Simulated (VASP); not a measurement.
Set up this calculation in VASP 6.6.1, as the native input.

| Quantity | Value |
| --- | --- |
| Task | single point |
| Functional | PBEsol |
| Potentials or basis | VASP PAW PBE potentials, release 64 (Au) |
| Cutoff | 500 eV |
| k mesh | 13 × 13 × 13 |
| Occupations | fermi-dirac, width 0.05 eV |
| Spin | non-collinear spin, zero start, spin-orbit coupling |
| Starting moments | [[0.0, 0.0, 0.0]] μB |
| Dipole correction | no |
| Further INCAR settings | ALGO = Normal; EDIFF = 1e-06; NBANDS = 22 |

The structure of Au lies in POSCAR:

```
Au
1.0
   -1.6572690000      1.6572690000      1.6572690000
    1.6572690000     -1.6572690000      1.6572690000
    1.6572690000      1.6572690000     -1.6572690000
Au
1
Direct
    0.0000000000      0.0000000000      0.0000000000
```

These files were run (other wordings do the same):

INCAR

```
SYSTEM = Au
ALGO = Normal
EDIFF = 1E-6
ENCUT = 500
GGA = PS
GGA_COMPAT = .FALSE.
ISIF = 2
ISMEAR = -1
LASPH = .TRUE.
LCHARG = .FALSE.
LMAXMIX = 4
LORBIT = 11
LORBMOM = .TRUE.
LREAL = .FALSE.
LSORBIT = .TRUE.
LWAVE = .FALSE.
MAGMOM = 0 0 0
NBANDS = 22
NELM = 200
PREC = Accurate
SIGMA = 0.05
```

KPOINTS

```
k-points
0
G
  13 13 13
  0 0 0
```

Potentials or basis: VASP PAW PBE potentials, release 64 (Au).

Run with:

```bash
$ cat potpaw_PBE.64/Au/POTCAR > POTCAR
$ mpirun -np 1 vasp_ncl > vasp.out
```

It gave:

```json
{
  "Pressure": "-10.3 GPa",
  "Net moment": "0.00 μB per cell",
  "Valence electrons inside the program's atomic spheres": "Au 9.57"
}
```

Caveat: the PAW data sets were made with another functional, which shifts forces and pressure a little.

Run time: 29 s on 1 thread of Intel(R) Xeon(R) Platinum 8559C (Emerald Rapids) (shared host), peak memory 0.22 GiB.
